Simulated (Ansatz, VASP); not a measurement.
# Cu in VASP and in Ansatz

Contents of INCAR:

```
SYSTEM = Cu
ALGO = Normal
EDIFF = 1E-6
ENCUT = 520
ISIF = 2
ISMEAR = -1
LASPH = .True.
LCHARG = .False.
LREAL = .False.
LWAVE = .False.
NBANDS = 18
NELM = 60
PREC = Accurate
SIGMA = 0.1
```

The input KPOINTS:

```
k-points
0
Gamma
  16 16 9
  0 0 0
```

The input POSCAR:

```
Cu
1.0
    2.4525032246      0.0000000000      0.0000000000
   -1.2262516123      2.1239300954      0.0000000000
    0.0000000000      0.0000000000      4.0179990611
Cu
2
Direct
    0.3333333333      0.6666666667      0.2500000000
    0.6666666667      0.3333333333      0.7500000000
```

Input for Ansatz:

```yaml
crystal:
  lattice:
    - [2.4525032246, 0.0, 0.0]
    - [-1.2262516123, 2.1239300954, 0.0]
    - [0.0, 0.0, 4.0179990611]
  atoms:
    - { symbol: Cu, position: [0.3333333333, 0.6666666667, 0.25] }
    - { symbol: Cu, position: [0.6666666667, 0.3333333333, 0.75] }
hamiltonian:
  xc: lda
  pseudopotentials:
    kind: paw
    azcp:
      Cu: "pseudopotentials/Cu.paw.azcp"
basis:
  ecutwfc: 420
  fft_grid_basis: typed
kpoints:
  mp_grid: { grid: [16, 16, 9], shift: [0, 0, 0] }
magnetization:
  spin_polarized: false
scf:
  occupations: { method: fermi_dirac, width: 0.1 }
  lower_state_search: "off"
output:
  stress: true
  write_density: true
  write_potential: true
  elf: true
  volumetric_format: npy
```

Alike in both runs: task single point; functional LDA; k mesh 16 × 16 × 9; occupations fermi-dirac, width 0.1 eV; no spin polarisation.

```csv
,VASP,Ansatz
version,VASP 6.6.1,Ansatz 0.2.0
potentials or method,"VASP PAW LDA potentials, release 64 (Cu), cutoff 520 eV","plane waves (420 eV) with PAW, scalar-relativistic"
valence electrons in the cell,22,38
```

Ansatz gave:

```
pressure (GPa)                                                : 8.4
traceless stress, the component that is largest in VASP (GPa) : -0.19
```

Which values does VASP return?

Pressure (GPa): 9.4; traceless stress, the component that is largest in VASP (GPa): -0.24.

Ansatz warns that its potentials were made for another functional, while VASP's fit it. LDA's correlation is that of Perdew and Zunger in VASP and of Perdew and Wang (1992) in Ansatz. VASP's potentials hold 22 valence electrons a cell and Ansatz's 38, so a difference there can come from the potentials and not from the codes.
